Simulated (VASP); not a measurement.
# AlN (I4/mmm) in VASP: a series of runs

Runs on AlN. Level: PBE. Tasks: electric field gradients.

All numbers are computed with VASP 6.6.1; they aren't measurements. Logs are shortened: lines on timing, memory, paths and dates and some standing lists are left out, and cuts for length are marked.

## Step 1: The cell of the first run

The structure is tetragonal, space group I4/mmm (No. 139). Conventional cell: a = 2.797 Å, b = 2.797 Å, c = 3.877 Å, α = 90.00°, β = 90.00°, γ = 90.00°. Within 2.6 Å of Al (site symmetry 4/mmm) lie 6 N at 1.94 to 1.98 Å. N (site symmetry 4/mmm) has 6 Al at 1.94 to 1.98 Å within 2.6 Å.

## Step 2: Electric field gradients, PBE (zz strain of -2 %)

INCAR reads:

```
PREC     = Accurate       # precision mode
ENCUT    = 520            # plane-wave cutoff, eV
EDIFF    = 1E-8           # SCF threshold, eV
ISMEAR   = -1             # smearing method
SIGMA    = 0.02           # smearing width, eV
LREAL    = False          # projectors in reciprocal space
LASPH    = True           # aspherical terms in the spheres
NELM     = 120            # most SCF steps
ALGO     = Normal         # electronic algorithm
ISIF     = 2              # what is computed and relaxed
LWAVE    = False          # write WAVECAR
LCHARG   = False          # write CHGCAR
GGA      = PE             # functional
LEFG     = True         
NBANDS   = 11             # bands
GGA_COMPAT= False
```

KPOINTS reads:

```
Automatic mesh
0
Gamma
  10 10 10
```

POSCAR reads:

```
AlN
1.0
    0.0000000000      1.9780000000      1.9384400000
    1.9780000000      0.0000000000      1.9384400000
    1.9780000000      1.9780000000      0.0000000000
Al N
1 1
Direct
    0.0000000000      0.0000000000      0.0000000000
    0.5000000000      0.5000000000      0.5000000000
```

Potentials or basis: VASP PAW PBE potentials, release 64 (Al, N).

The run is started by

```
$ cat potpaw_PBE.64/Al/POTCAR potpaw_PBE.64/N/POTCAR > POTCAR
$ mpirun -np 1 vasp_std > vasp.out
```

OUTCAR:

```text
PREC = Accurate
   ENCUT = 520
   EDIFF = 1E-8
   ISMEAR = -1
   LREAL = False
   LASPH = True
   NELM = 120
   ISIF = 2
   GGA = PE

 ion  position               nearest neighbor table
   1  0.000  0.000  0.000-   2 1.94   2 1.94   2 1.98   2 1.98   2 1.98   2 1.98
   2  0.500  0.500  0.500-   1 1.94   1 1.94   1 1.98   1 1.98   1 1.98   1 1.98

  LATTYP: Found a body centered tetragonal cell.
 ALAT       =     2.7973144264
 C/A-ratio  =     1.3859292911

  Lattice vectors:

 A1 = (   0.0000000000,  -1.9780000000,  -1.9384400000)
 A2 = (   0.0000000000,   1.9780000000,  -1.9384400000)
 A3 = (   1.9780000000,   0.0000000000,   1.9384400000)

Analysis of symmetry for initial positions (statically):
=====================================================================
 Subroutine PRICEL returns:
 Original cell was already a primitive cell.

 Routine SETGRP: Setting up the symmetry group for a
 body centered tetragonal supercell.

 Subroutine GETGRP returns: Found 16 space group operations
 (whereof 16 operations were pure point group operations)
 out of a pool of 16 trial point group operations.

The static configuration has the point symmetry D_4h.

Analysis of symmetry for dynamics (positions and initial velocities):
=====================================================================
 Subroutine PRICEL returns:
 Original cell was already a primitive cell.

 Routine SETGRP: Setting up the symmetry group for a
 body centered tetragonal supercell.

 Subroutine GETGRP returns: Found 16 space group operations
 (whereof 16 operations were pure point group operations)
 out of a pool of 16 trial point group operations.

The dynamic configuration has the point symmetry D_4h.

 Subroutine INISYM returns: Found 16 space group operations
 (whereof 16 operations are pure point group operations),
 and found     1 'primitive' translations

----------------------------------------------------------------------------------------

                                     Primitive cell

  volume of cell :      15.1682

  direct lattice vectors                    reciprocal lattice vectors
     0.000000000  1.978000000  1.938440000    -0.252780586  0.252780586  0.257939374
     1.978000000  0.000000000  1.938440000     0.252780586 -0.252780586  0.257939374
     1.978000000  1.978000000  0.000000000     0.252780586  0.252780586 -0.257939374

  length of vectors
     2.769482557  2.769482557  2.797314426     0.440827370  0.440827370  0.440827370

  position of ions in fractional coordinates (direct lattice)
     0.000000000  0.000000000  0.000000000
     0.500000000  0.500000000  0.500000000

  ion indices of the primitive-cell ions
   primitive index   ion index
                 1           1
                 2           2

----------------------------------------------------------------------------------------

 KPOINTS: Automatic mesh

Automatic generation of k-mesh.
 Grid dimensions read from file:
 generate k-points for:   10   10   10

 Generating k-lattice:

  Cartesian coordinates                     Fractional coordinates (reciprocal lattice)
    -0.025278059  0.025278059  0.025793937     0.100000000  0.000000000  0.000000000
     0.025278059 -0.025278059  0.025793937     0.000000000  0.100000000  0.000000000
     0.025278059  0.025278059 -0.025793937    -0.000000000 -0.000000000  0.100000000

  Length of vectors
     0.044082737  0.044082737  0.044082737

  Shift w.r.t. Gamma in fractional coordinates (k-lattice)
     0.000000000  0.000000000  0.000000000

 Subroutine IBZKPT returns following result:
 ===========================================

 Found    102 irreducible k-points:

 Following reciprocal coordinates:
            Coordinates               Weight
  0.000000  0.000000  0.000000      1.000000
  0.100000  0.000000  0.000000      8.000000
  0.200000  0.000000  0.000000      8.000000
  0.300000 -0.000000  0.000000      8.000000
  0.400000  0.000000  0.000000      8.000000
  0.500000  0.000000  0.000000      4.000000
[... 16 lines left out ...]
  0.300000  0.300000  0.000000      2.000000
  0.400000  0.300000  0.000000      8.000000
 [... further k-points ...]
   k-points           NKPTS =    102   k-points in BZ     NKDIM =    102   number of bands    NBANDS=     11
   number of dos      NEDOS =    301   number of ions     NIONS =      2
   total plane-waves  NPLWV =  13824
   dimension x,y,z NGX =    24 NGY =   24 NGZ =   24
   dimension x,y,z NGXF=    48 NGYF=   48 NGZF=   48
   ions per type =               1   1
   NGX,Y,Z   is equivalent  to a cutoff of  14.41, 14.41, 14.26 a.u.
   NGXF,Y,Z  is equivalent  to a cutoff of  28.81, 28.81, 28.53 a.u.
 SYSTEM =  unknown system
   PREC   = accura    normal or accurate (medium, high low for compatibility)
   ISTART =      0    job   : 0-new  1-cont  2-samecut
   ICHARG =      2    charge: 1-file 2-atom 10-const
   ISPIN  =      1    spin polarized calculation?
   LNONCOLLINEAR =      F non collinear calculations
   LSORBIT =      F    spin-orbit coupling
   LASPH  =      T    aspherical Exc in radial PAW
   ENCUT  =  520.0 eV  38.22 Ry    6.18 a.u.   5.15  5.15  5.20*2*pi/ulx,y,z
   NELM   =    120;   NELMIN=  2; NELMDL= -5     # of ELM steps
   EDIFF  = 0.1E-07   stopping-criterion for ELM
   LREAL  =      F    real-space projection
   EDIFFG = 0.1E-06   stopping-criterion for IOM
   NSW    =      0    number of steps for IOM
   IBRION =     -1    ionic relax: 0-MD 1-quasi-New 2-CG
   NFREE  =      0    steps in history (QN), initial steepest desc. (CG)
   ISIF   =      2    stress and relaxation
   ISYM   =      2    0-nonsym 1-usesym 2-fastsym
   POTIM  = 0.5000    time-step for ionic-motion
   TEBEG  =    0.0;   TEEND  =   0.0 temperature during run
   PSTRESS=    0.0 pullay stress
   NELECT =       8.0000    total number of electrons
   NUPDOWN=      -1.0000    fix difference up-down
   EMIN   =  10.00;   EMAX   =-10.00  energy-range for DOS
   EFERMI =   0.00;   METHOD = LEGACY
   ISMEAR =    -1;   SIGMA  =   0.02  broadening in eV -4-tet -1-fermi 0-gaus
   EFERMI_NEDOS =   21; number of points for ismear=-14 and -15
   IALGO  =     38    algorithm
   IMIX   =      4    mixing-type and parameters
     AMIX     =   0.40;   BMIX     =  1.00
     AMIX_MAG =   1.60;   BMIX_MAG =  1.00
  volume/ion in A,a.u.               =       7.58        51.18
  Fermi-wavevector in a.u.,A,eV,Ry     =   1.322695  2.499532 23.803708  1.749523
  Thomas-Fermi vector in A             =   2.452358
   LORBIT       =      0    0 simple, 1 ext, 2 COOP (PROOUT), +10 PAW based schemes
   GGA     = PE    functional components
   LHFCALC =     F    Hartree Fock is set to
   AEXX    =    0.0000 exact exchange contribution
   IVDW    =     0    specifies the selected vdW correction
   LEPSILON=     F    determine dielectric tensor
   LRPA    =     F    only Hartree local field effects (RPA)
 non-spin polarized calculation
  energy-cutoff  :      520.00
  volume of cell :       15.17
 maximum number of plane-waves:       424
 NGX is ok and might be reduce to    24
   NGX = 11   NGY = 11   NGZ = 11

 number of electron       8.0000000 magnetization

 Free energy of the ion-electron system (eV)
  ---------------------------------------------------
  ext. energy  EPLUGINS =         0.00000000
  ---------------------------------------------------
  free energy    TOTEN  =       -14.38265757 eV

  energy without entropy =      -14.38265757  energy(sigma->0) =      -14.38265757

 E-fermi :  11.6116     XC(G=0): -12.6919

 val. band max:       11.1615939889   @ k =   0.0000   0.0000   0.0000
 cond. band min:      16.1221615374   @ k =   0.5000   0.5000   0.0000
 fundamental gap:      4.9605675485
 Fermi energy:        11.6116115287

 k-point     1 :       0.0000    0.0000    0.0000
  band No.  band energies     occupation
      1      -7.2430      2.00000
      2      11.0168      2.00000
      3      11.1616      2.00000
      4      11.1616      2.00000
      5      18.0742      0.00000
      6      23.4651      0.00000
      7      23.4651      0.00000
      8      23.7497      0.00000
      9      28.9399      0.00000
     10      29.1905      0.00000
     11      29.9119      0.00000

 k-point     2 :       0.1000    0.0000    0.0000
  band No.  band energies     occupation
      1      -7.0206      2.00000
      2      10.0787      2.00000
      3      10.9396      2.00000
      4      11.0070      2.00000
      5      18.6398      0.00000
      6      22.6634      0.00000
      7      23.8034      0.00000
      8      24.0056      0.00000
      9      27.9004      0.00000
     10      28.4803      0.00000
     11      30.4364      0.00000

 k-point     3 :       0.2000    0.0000    0.0000
  band No.  band energies     occupation
      1      -6.3720      2.00000
      2       7.8327      2.00000
      3      10.6179      2.00000
      4      10.6352      2.00000
      5      18.9912      0.00000
      6      22.4663      0.00000
      7      24.0934      0.00000
      8      24.4574      0.00000
      9      27.3788      0.00000
     10      27.6649      0.00000
     11      30.0628      0.00000

 k-point     4 :       0.3000   -0.0000    0.0000
  band No.  band energies     occupation
      1      -5.3705      2.00000
      2       5.3349      2.00000
      3      10.2275      2.00000
      4      10.2647      2.00000
      5      18.4349      0.00000
      6      23.4520      0.00000
      7      23.7881      0.00000
      8      23.9590      0.00000
      9      28.9254      0.00000
     10      28.9767      0.00000
     11      29.2207      0.00000
[... 239 lines left out ...]
 k-point    22 :      -0.2000    0.2000    0.0000
  band No.  band energies     occupation
      1      -5.0739      2.00000
      2       6.0754      2.00000
      3       7.8565      2.00000
      4      10.2757      2.00000
      5      20.5890      0.00000
      6      21.5735      0.00000
      7      23.0305      0.00000
      8      24.4096      0.00000
      9      26.4675      0.00000
     10      31.1090      0.00000
     11      33.6220      0.00000

 k-point    23 :       0.3000    0.3000    0.0000
  band No.  band energies     occupation
      1      -4.7157      2.00000
      2       6.0682      2.00000
      3       8.8415      2.00000
      4       8.8415      2.00000
      5      17.6561      0.00000
      6      18.9165      0.00000
      7      24.0999      0.00000
      8      27.6563      0.00000
      9      27.6563      0.00000
     10      32.2501      0.00000
     11      36.6419      0.00000

 k-point    24 :       0.4000    0.3000    0.0000
  band No.  band energies     occupation
      1      -3.8596      2.00000
      2       4.9247      2.00000
      3       8.0325      2.00000
      4       8.5476      2.00000
      5      17.4802      0.00000
      6      18.5095      0.00000
      7      24.4782      0.00000
      8      27.6509      0.00000
      9      28.5793      0.00000
     10      33.7974      0.00000
     11      37.3442      0.00000

 [... further k-points ...]
[... 5 lines left out ...]
  --------------------------------------------------------------------------------------
  -------------------------------------------------------------------------------------
  Total        2.8006130      2.8006130      3.7114524      0.0000000      0.0000000      0.0000000
  in kB      295.8208311    295.8208311    392.0302185      0.0000000      0.0000000      0.0000000
  external PRESSURE =     327.8906269 kB  Pullay stress =       0.0000000 kB

 VOLUME and BASIS-vectors are now :
 -----------------------------------------------------------------------------
  energy-cutoff  :      520.00
  volume of cell :       15.17
      direct lattice vectors                 reciprocal lattice vectors
     0.000000000  1.978000000  1.938440000    -0.252780586  0.252780586  0.257939374
     1.978000000  0.000000000  1.938440000     0.252780586 -0.252780586  0.257939374
     1.978000000  1.978000000  0.000000000     0.252780586  0.252780586 -0.257939374

 POSITION                                       TOTAL-FORCE (eV/Angst)
 -----------------------------------------------------------------------------------
      0.00000      0.00000      0.00000        -0.000000      0.000000     -0.000000
      1.97800      1.97800      1.93844         0.000000     -0.000000      0.000000
 -----------------------------------------------------------------------------------
    total drift:                               -0.000000     -0.000000      0.000000

  FREE ENERGIE OF THE ION-ELECTRON SYSTEM (eV)
  ---------------------------------------------------
  free  energy   TOTEN  =       -14.3826575688 eV

  energy  without entropy=      -14.3826575688  energy(sigma->0) =      -14.38265757

 Electric field gradients (V/A^2)
---------------------------------------------------------------------
 ion       V_xx      V_yy      V_zz      V_xy      V_xz      V_yz
---------------------------------------------------------------------
   1       4.335     4.335    -8.670     0.000     0.000     0.000
   2       1.469     1.469    -2.937     0.000     0.000     0.000
---------------------------------------------------------------------

 Electric field gradients after diagonalization (V/A^2)
 (convention: |V_zz| > |V_xx| > |V_yy|)
----------------------------------------------------------------------
 ion       V_xx      V_yy      V_zz     asymmetry (V_yy - V_xx)/ V_zz
----------------------------------------------------------------------
   1       4.335     4.335    -8.670       0.000
   2       1.469     1.468    -2.937       0.000
----------------------------------------------------------------------

           NMR quadrupolar parameters

 Cq : quadrupolar parameter    Cq=e*Q*V_zz/h
 eta: asymmetry parameters     (V_yy - V_xx)/ V_zz
 Q  : nuclear electric quadrupole moment in mb (millibarn)
----------------------------------------------------------------------
 ion       Cq(MHz)       eta       Q (mb)
----------------------------------------------------------------------
   1      -0.021       0.000       1.000
   2      -0.007       0.000       1.000
----------------------------------------------------------------------
```

Run time: 6.1 s. Hardware: 1 thread of Intel Xeon 6975P-C (Granite Rapids), shared host; peak memory 0.14 GiB.

What came out:

```
Free energy                             : -14.3827 eV
Pressure                                : 32.8 GPa
Band gap on the k mesh                  : 4.96 eV (least direct gap 6.91 eV)
Largest electric field gradient by atom : Al -8.7; N -2.9 V/Å²
```

Electric field gradients, principal values (V/Å²):
```tsv
atom	least	middle	greatest (by size)
1 Al	4.335	4.335	-8.670
2 N	1.468	1.469	-2.937
```

Caveat: the cell differs from its parent crystal (zz strain of -2 %); the cell stands under pressure; without QUAD_EFG the Cq values of the log hold for a quadrupole moment of 1 mb, not for the nuclei. A k mesh can miss the band edges.

(Part 1 of 3 ends here.)
